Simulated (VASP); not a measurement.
# K in VASP: notebook

Runs on K. Level: PBE. Tasks: single point.

All numbers are computed with VASP 6.6.1; they aren't measurements. Logs are shortened: lines on timing, memory, paths and dates and some standing lists are left out, and cuts for length are marked.

### 1 The cell of the first run

The cell holds a wire with vacuum, 2 atoms: a = 10.900 Å, b = 9.300 Å, c = 5.363 Å, α = 90.00°, β = 90.00°, γ = 90.00°.

### 2 Single point, PBE, collinear spin, ferromagnetic start

INCAR reads:

```
PREC = Accurate ; ENCUT = 520
EDIFF = 1E-6 ; ISMEAR = 0
SIGMA = 0.05 ; LREAL = False
LASPH = True ; NELM = 150
ALGO = Normal ; ISIF = 2
LWAVE = False ; LCHARG = False
ISPIN = 2 ; MAGMOM = 0.5 0.5
LORBIT = 11 ; GGA = PE
NBANDS = 20
```

KPOINTS reads:

```
regular mesh
0
Gamma
  1 1 9
```

POSCAR reads:

```
K
1.0
   10.9000000000      0.0000000000      0.0000000000
    0.0000000000      9.3000000000      0.0000000000
    0.0000000000      0.0000000000      5.3627633896
K
2
Direct
    0.3418858357      0.5000000000      0.0000000000
    0.6581141643      0.5000000000      0.5000000000
```

Potentials or basis: VASP PAW PBE potentials, release 64 (K_sv).

The run is started by

```
$ cat potpaw_PBE.64/K_sv/POTCAR > POTCAR
$ mpirun -np 1 vasp_std > vasp.out
```

OUTCAR:

```text
PREC = Accurate
   ENCUT = 520
   EDIFF = 1E-6
   ISMEAR = 0
   LREAL = False
   LASPH = True
   NELM = 150
   ISIF = 2
   ISPIN = 2
   LORBIT = 11
   GGA = PE

 ion  position               nearest neighbor table
   1  0.342  0.500  0.000-
   2  0.658  0.500  0.500-

  LATTYP: Found a simple orthorhombic cell.
 ALAT       =     5.3627633896
 B/A-ratio  =     1.7341805566
 C/A-ratio  =     2.0325342008

  Lattice vectors:

 A1 = (   0.0000000000,   0.0000000000,  -5.3627633896)
 A2 = (   0.0000000000,   9.3000000000,   0.0000000000)
 A3 = (  10.9000000000,   0.0000000000,   0.0000000000)

Analysis of symmetry for initial positions (statically):
=====================================================================
 Subroutine PRICEL returns:
 Original cell was already a primitive cell.

 Routine SETGRP: Setting up the symmetry group for a
 simple orthorhombic supercell.

 Subroutine GETGRP returns: Found  8 space group operations
 (whereof  4 operations were pure point group operations)
 out of a pool of  8 trial point group operations.

The static configuration has the point symmetry C_2v.
 The point group associated with its full space group is D_2h.

Analysis of symmetry for dynamics (positions and initial velocities):
=====================================================================
 Subroutine PRICEL returns:
 Original cell was already a primitive cell.

 Routine SETGRP: Setting up the symmetry group for a
 simple orthorhombic supercell.

 Subroutine GETGRP returns: Found  8 space group operations
 (whereof  4 operations were pure point group operations)
 out of a pool of  8 trial point group operations.

The dynamic configuration has the point symmetry C_2v.
 The point group associated with its full space group is D_2h.

Analysis of structural, dynamic, and magnetic symmetry:
=====================================================================
 Subroutine PRICEL returns:
 Original cell was already a primitive cell.

 Routine SETGRP: Setting up the symmetry group for a
 simple orthorhombic supercell.

 Subroutine GETGRP returns: Found  8 space group operations
 (whereof  4 operations were pure point group operations)
 out of a pool of  8 trial point group operations.

The overall configuration has the point symmetry C_2v.
[... 99 lines left out ...]
     AMIX     =   0.40;   BMIX     =  1.00
     AMIX_MAG =   1.60;   BMIX_MAG =  1.00
  volume/ion in A,a.u.               =     271.81      1834.28
  Fermi-wavevector in a.u.,A,eV,Ry     =   0.525694  0.993418  3.760026  0.276354
  Thomas-Fermi vector in A             =   1.546039
   LORBIT       =     11    0 simple, 1 ext, 2 COOP (PROOUT), +10 PAW based schemes
   GGA     = PE    functional components
   LHFCALC =     F    Hartree Fock is set to
   AEXX    =    0.0000 exact exchange contribution
   IVDW    =     0    specifies the selected vdW correction
   LEPSILON=     F    determine dielectric tensor
   LRPA    =     F    only Hartree local field effects (RPA)
 spin polarized calculation
 Gauss-broadening in eV      SIGMA  =   0.05
  energy-cutoff  :      520.00
  volume of cell :      543.62
 maximum number of plane-waves:     14672
 NGX is ok and might be reduce to    84
   NGX = 41   NGY = 35   NGZ = 19

 number of electron      18.0000001 magnetization       0.0001058

 number of electron      18.0000001 magnetization      -0.0000202

 Free energy of the ion-electron system (eV)
  ---------------------------------------------------
  ext. energy  EPLUGINS =         0.00000000
  ---------------------------------------------------
  free energy    TOTEN  =        -1.38125912 eV

  energy without entropy =       -1.38124808  energy(sigma->0) =       -1.38125360

 E-fermi :  -1.3882     XC(G=0):  -2.7984

 val. band max:       -1.5206213795   @ k =   0.0000   0.0000   0.4444
 cond. band min:      -1.2621072426   @ k =   0.0000   0.0000   0.0000
 fundamental gap:      0.2585141369
 Fermi energy:        -1.3882081505

 spin component 1

 k-point     1 :       0.0000    0.0000    0.0000
  band No.  band energies     occupation
      1     -34.2699      1.00000
      2     -34.2667      1.00000
      3     -17.7628      1.00000
      4     -17.7611      1.00000
      5     -17.7542      1.00000
      6     -17.7291      1.00000
[... 91 lines left out ...]
      6     -17.7520      1.00000
[... 12 lines left out ...]
     19       1.5472      0.00000
     20       1.5943      0.00000
 Fermi energy:        -1.3882081505

 spin component 2

 k-point     1 :       0.0000    0.0000    0.0000
  band No.  band energies     occupation
      1     -34.2699      1.00000
      2     -34.2667      1.00000
      3     -17.7628      1.00000
      4     -17.7611      1.00000
      5     -17.7542      1.00000
      6     -17.7291      1.00000
[... 104 lines left out ...]
     19       1.5473      0.00000
     20       1.5943      0.00000

------------------------ aborting loop because EDIFF is reached ----------------------------------------

  FORCE on cell =-STRESS in cart. coord.  units (eV):
  Direction    XX          YY          ZZ          XY          YZ          ZX
  --------------------------------------------------------------------------------------
  -------------------------------------------------------------------------------------
  Total       -0.7874514     -0.4828103     -0.0023241      0.0000000      0.0000000      0.0000000
  in kB       -2.3207922     -1.4229481     -0.0068497      0.0000000      0.0000000      0.0000000
  external PRESSURE =      -1.2501967 kB  Pullay stress =       0.0000000 kB

 VOLUME and BASIS-vectors are now :
 -----------------------------------------------------------------------------
  energy-cutoff  :      520.00
  volume of cell :      543.62
      direct lattice vectors                 reciprocal lattice vectors
    10.900000000  0.000000000  0.000000000     0.091743119  0.000000000  0.000000000
     0.000000000  9.300000000  0.000000000     0.000000000  0.107526882  0.000000000
     0.000000000  0.000000000  5.362763390     0.000000000  0.000000000  0.186471028

 POSITION                                       TOTAL-FORCE (eV/Angst)
 -----------------------------------------------------------------------------------
      3.72656      4.65000      0.00000         0.001788      0.000000      0.000000
      7.17344      4.65000      2.68138        -0.001788      0.000000      0.000000
 -----------------------------------------------------------------------------------
    total drift:                                0.000000     -0.000000      0.000000

  FREE ENERGIE OF THE ION-ELECTRON SYSTEM (eV)
  ---------------------------------------------------
  free  energy   TOTEN  =        -1.3812591228 eV

  energy  without entropy=       -1.3812480824  energy(sigma->0) =       -1.38125360

 total charge

# of ion       s       p       d       tot
------------------------------------------
    1        1.983   5.546   0.002   7.530
    2        1.983   5.546   0.002   7.530
--------------------------------------------------
tot          3.966  11.091   0.004  15.061

 magnetization (x)

# of ion       s       p       d       tot
------------------------------------------
    1       -0.000   0.000   0.000  -0.000
    2       -0.000   0.000   0.000  -0.000
--------------------------------------------------
tot         -0.000   0.000   0.000  -0.000
```

It took 6.7 min on 1 thread of Oxide Virtual Turin-like, shared host; peak memory 0.65 GiB.

What came out:

```yaml
Free_energy: -1.3813 eV
Band_gap_on_the_k_mesh: 0.26 eV, indirect (least direct gap 0.57 eV)
Net_moment: 0.00 μB per cell
Valence_electrons_inside_the_program's_atomic_spheres: K 7.53
```

### 3 Single point, PBE, collinear spin, ferromagnetic start

This run uses another cell than the first one, of 375.59 Å³/atom, 1.382 times its volume.

INCAR reads:

```
SYSTEM = K
  PREC = Accurate
  ENCUT = 520
  EDIFF = 1E-6
  ISMEAR = 0
  SIGMA = 0.05
  LREAL = .False.
  LASPH = .True.
  NELM = 150
  ALGO = Normal
  ISIF = 2
  LWAVE = .False.
  LCHARG = .True.
  ISPIN = 2
  MAGMOM = 0.5 0.5
  LORBIT = 11
  GGA = PE
  LELF = .True.
  LVHAR = .True.
  NBANDS = 20
```

KPOINTS reads:

```
regular mesh
0
Gamma
  1 1 9
  0 0 0
```

POSCAR reads:

```
K
1.0
   10.9000000000      0.0000000000      0.0000000000
    0.0000000000      9.3000000000      0.0000000000
    0.0000000000      0.0000000000      7.4102311267
K
2
Direct
    0.4150202852      0.5000000000      0.0000000000
    0.5849797148      0.5000000000      0.5000000000
```

Potentials or basis: VASP PAW PBE potentials, release 64 (K_sv).

The run is started by

```
$ cat potpaw_PBE.64/K_sv/POTCAR > POTCAR
$ mpirun -np 1 vasp_std > vasp.out
```

OUTCAR:

```text
SYSTEM = K
   PREC = Accurate
   ENCUT = 520
   EDIFF = 1E-6
   ISMEAR = 0
   LREAL = .False.
   LASPH = .True.
   NELM = 150
   ISIF = 2
   ISPIN = 2
   LORBIT = 11
   GGA = PE

 ion  position               nearest neighbor table
   1  0.415  0.500  0.000-
   2  0.585  0.500  0.500-

  LATTYP: Found a simple orthorhombic cell.
 ALAT       =     7.4102311267
 B/A-ratio  =     1.2550215831
 C/A-ratio  =     1.4709392749

  Lattice vectors:

 A1 = (   0.0000000000,   0.0000000000,  -7.4102311267)
 A2 = (   0.0000000000,   9.3000000000,   0.0000000000)
 A3 = (  10.9000000000,   0.0000000000,   0.0000000000)

Analysis of symmetry for initial positions (statically):
=====================================================================
 Subroutine PRICEL returns:
 Original cell was already a primitive cell.

 Routine SETGRP: Setting up the symmetry group for a
 simple orthorhombic supercell.

 Subroutine GETGRP returns: Found  8 space group operations
 (whereof  4 operations were pure point group operations)
 out of a pool of  8 trial point group operations.

The static configuration has the point symmetry C_2v.
 The point group associated with its full space group is D_2h.

Analysis of symmetry for dynamics (positions and initial velocities):
=====================================================================
 Subroutine PRICEL returns:
 Original cell was already a primitive cell.

 Routine SETGRP: Setting up the symmetry group for a
 simple orthorhombic supercell.

 Subroutine GETGRP returns: Found  8 space group operations
 (whereof  4 operations were pure point group operations)
 out of a pool of  8 trial point group operations.

The dynamic configuration has the point symmetry C_2v.
 The point group associated with its full space group is D_2h.

Analysis of structural, dynamic, and magnetic symmetry:
=====================================================================
 Subroutine PRICEL returns:
 Original cell was already a primitive cell.
[... 134 lines left out ...]
  ext. energy  EPLUGINS =         0.00000000
  ---------------------------------------------------
  free energy    TOTEN  =        -1.24362599 eV

  energy without entropy =       -1.24362569  energy(sigma->0) =       -1.24362584

 E-fermi :  -1.8864     XC(G=0):  -2.2878

 val. band max:       -2.0494477260   @ k =   0.0000   0.0000   0.4444
 cond. band min:      -1.7234335708   @ k =   0.0000   0.0000   0.4444
 fundamental gap:      0.3260141552
 Fermi energy:        -1.8864406812

 spin component 1

 k-point     1 :       0.0000    0.0000    0.0000
  band No.  band energies     occupation
      1     -34.5718      1.00000
      2     -34.5651      1.00000
      3     -18.0803      1.00000
      4     -18.0557      1.00000
      5     -18.0546      1.00000
      6     -18.0422      1.00000
[... 91 lines left out ...]
      6     -18.0474      1.00000
[... 12 lines left out ...]
     19       1.1058      0.00000
     20       1.2408      0.00000
 Fermi energy:        -1.8864406812

 spin component 2

 k-point     1 :       0.0000    0.0000    0.0000
  band No.  band energies     occupation
      1     -34.5718      1.00000
      2     -34.5651      1.00000
      3     -18.0803      1.00000
      4     -18.0557      1.00000
      5     -18.0546      1.00000
      6     -18.0422      1.00000
[... 104 lines left out ...]
     19       1.1058      0.00000
     20       1.2408      0.00000

------------------------ aborting loop because EDIFF is reached ----------------------------------------

  FORCE on cell =-STRESS in cart. coord.  units (eV):
  Direction    XX          YY          ZZ          XY          YZ          ZX
  --------------------------------------------------------------------------------------
  -------------------------------------------------------------------------------------
  Total       -0.1361664     -0.5184464      0.0811017      0.0000000      0.0000000      0.0000000
  in kB       -0.2904285     -1.1057916      0.1729814      0.0000000      0.0000000      0.0000000
  external PRESSURE =      -0.4077462 kB  Pullay stress =       0.0000000 kB

 VOLUME and BASIS-vectors are now :
 -----------------------------------------------------------------------------
  energy-cutoff  :      520.00
  volume of cell :      751.18
      direct lattice vectors                 reciprocal lattice vectors
    10.900000000  0.000000000  0.000000000     0.091743119  0.000000000  0.000000000
     0.000000000  9.300000000  0.000000000     0.000000000  0.107526882  0.000000000
     0.000000000  0.000000000  7.410231127     0.000000000  0.000000000  0.134948557

 POSITION                                       TOTAL-FORCE (eV/Angst)
 -----------------------------------------------------------------------------------
      4.52372      4.65000      0.00000        -0.066891      0.000000      0.000000
      6.37628      4.65000      3.70512         0.066891      0.000000      0.000000
 -----------------------------------------------------------------------------------
    total drift:                                0.000000     -0.000000     -0.000000

  FREE ENERGIE OF THE ION-ELECTRON SYSTEM (eV)
  ---------------------------------------------------
  free  energy   TOTEN  =        -1.2436259905 eV

  energy  without entropy=       -1.2436256870  energy(sigma->0) =       -1.24362584

 total charge

# of ion       s       p       d       tot
------------------------------------------
    1        1.990   5.539   0.002   7.531
    2        1.990   5.539   0.002   7.531
--------------------------------------------------
tot          3.979  11.079   0.004  15.061

 magnetization (x)

# of ion       s       p       d       tot
------------------------------------------
    1       -0.000  -0.000   0.000  -0.000
    2       -0.000  -0.000   0.000  -0.000
--------------------------------------------------
tot         -0.000  -0.000   0.000  -0.000
```

OSZICAR:

```text
N       E                     dE             d eps       ncg     rms          rms(c)
DAV:   1     0.732683987521E+02    0.73268E+02   -0.64361E+03   544   0.532E+02
[... 20 lines left out ...]
DAV:  22    -0.124363251269E+01    0.31341E-04   -0.14284E-04   320   0.365E-02    0.377E-04
DAV:  23    -0.124363082687E+01    0.16858E-05   -0.47866E-05   320   0.218E-02    0.257E-04
DAV:  24    -0.124362888821E+01    0.19387E-05   -0.35205E-05   320   0.196E-02    0.183E-04
DAV:  25    -0.124362742314E+01    0.14651E-05   -0.24732E-05   320   0.168E-02    0.939E-05
DAV:  26    -0.124362662931E+01    0.79384E-06   -0.14621E-05   320   0.127E-02    0.707E-05
DAV:  27    -0.124362690095E+01   -0.27165E-06   -0.12945E-05   320   0.122E-02    0.481E-05
DAV:  28    -0.124362599054E+01    0.91041E-06   -0.80366E-06   336   0.913E-03
   1 F= -.12436260E+01 E0= -.12436258E+01  d E =-.303515E-06  mag=    -0.0000
```

stdout:

```text
POSCAR found type information on POSCAR K
 POSCAR found :  1 types and       2 ions
 scaLAPACK will be used
 LDA part: xc-table for (Slater+PW92), standard interpolation
 POSCAR, INCAR and KPOINTS ok, starting setup
 FFT: planning ... GRIDC
 FFT: planning ... GRID_SOFT
 FFT: planning ... GRID
 WAVECAR not read
 entering main loop
```

Run time: 15 min. Hardware: 1 thread of Oxide Virtual Turin-like, shared host; peak memory 0.89 GiB.

What came out:

| Property | Result |
| --- | --- |
| Free energy | -1.2436 eV |
| Largest force | 0.067 eV/Å |
| Band gap on the k mesh | 0.33 eV, direct |
| Net moment | 0.00 μB per cell |
| Valence electrons inside the program's atomic spheres | K 7.53 |

Forces on the atoms (eV/Å):
```
K   -0.067  0.000  0.000
K    0.067  0.000  0.000
```

Levels at points of the mesh, in eV from the valence-band top:
Spin up:
```csv
k point,band 6,band 7,band 8,band 9,band 10,band 11,band 12,band 13
"(0.00, 0.00, 0.00)",-15.99,-15.99,-15.94,-0.61,1.15,1.55,1.80,2.04
```
Spin down:
| k point | band 5 | band 6 | band 7 | band 8 | band 9 | band 10 | band 11 | band 12 | band 13 | band 14 |
| --- | --- | --- | --- | --- | --- | --- | --- | --- | --- | --- |
| (0.00, 0.00, 0.00) | -16.01 | -15.99 | -15.99 | -15.94 | -0.61 | 1.15 | 1.55 | 1.80 | 2.04 | 2.10 |
